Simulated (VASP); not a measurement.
**Lu3Si: single point with PBEsol**

The system is Lu3Si.

```xyz
4
Lattice="4.4729 0.0000 0.0000 0.0000 4.4729 0.0000 0.0000 0.0000 4.4729" Properties=species:S:1:pos:R:3 pbc="T T T"
Lu    0.0000    2.2364    2.2364
Lu    2.2364    2.2364    0.0000
Lu    2.2364    0.0000    2.2364
Si    0.0000    0.0000    0.0000
```

* Program: VASP 6.6.1
* Task: single point
* Functional: PBEsol
* Potentials or basis: VASP PAW PBE potentials, release 64 (Lu, Si)
* Cutoff: 520 eV
* k mesh: 8 × 8 × 8
* Occupations: gaussian, width 0.05 eV
* Spin: no spin polarisation

```json
{
 "Pressure": "-1.5 GPa",
 "Band gap on the k mesh": "zero (an odd number of electrons rules out a gap without spin polarisation)"
}
```

Levels at points of the mesh, in eV from the Fermi level:
| k point | band 37 | band 38 | band 39 | band 40 | band 41 | band 42 | band 43 | band 44 |
| --- | --- | --- | --- | --- | --- | --- | --- | --- |
| (0.00, 0.00, 0.00) | -1.75 | -0.81 | -0.81 | -0.81 | -0.49 | -0.49 | -0.49 | 2.57 |
| (0.50, 0.00, 0.00) | -1.84 | -1.84 | -0.04 | 0.12 | 1.34 | 1.34 | 1.39 | 2.01 |
| (0.50, 0.50, 0.00) | -2.23 | -1.72 | 0.27 | 0.27 | 0.41 | 1.56 | 1.56 | 1.93 |
| (0.50, 0.50, 0.50) | -2.48 | -1.87 | -1.87 | -1.87 | 1.25 | 2.06 | 2.06 | 2.06 |

Wall time 15 min on 1 thread of Oxide Virtual Turin-like Processor, with other jobs on the host, peak memory 0.26 GiB.

Caveat: the PAW data sets were made with another functional, which shifts forces and pressure a little; spin-orbit coupling is left out, which moves the levels of the heavy elements.
